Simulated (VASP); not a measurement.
K, 1 atom in the cell. It takes space group Im-3m (No. 229, cubic). Conventional cell: a = 4.691 Å, b = 4.691 Å, c = 4.691 Å, α = 90.00°, β = 90.00°, γ = 90.00°. Within 5.3 Å of K (site symmetry m-3m) lie 14 K at 4.06 to 4.69 Å.  This cell differs from its parent crystal: volume scaled by 0.7.

| Property | Result |
| --- | --- |
| Program | VASP 6.6.1 |
| Task | single point |
| Functional | PBE |
| Potentials or basis | VASP PAW PBE potentials, release 64 (K_sv) |
| Cutoff | 520 eV |
| k mesh | 10 × 10 × 10 |
| Occupations | fermi-dirac, width 0.1 eV |
| Spin | no spin polarisation |
| Dipole correction | no |
| Further INCAR settings | ALGO = Normal; EDIFF = 1e-06; NBANDS = 10 |

Potentials or basis: VASP PAW PBE potentials, release 64 (K_sv).

Command:

```bash
$ cat potpaw_PBE.64/K_sv/POTCAR > POTCAR
$ mpirun -np 1 vasp_std > vasp.out
```

Hardware: 1 thread of Intel(R) Xeon(R) Platinum 8259CL CPU @ 2.50GHz (Skylake/Cascade Lake) (shared host).

Task: Estimate the wall time of this run.

Result: It took 16 s on 1 thread of Intel(R) Xeon(R) Platinum 8259CL CPU @ 2.50GHz (Skylake/Cascade Lake), on a shared host, peak memory 0.17 GiB. Counts: scf iterations 10, k points 47.
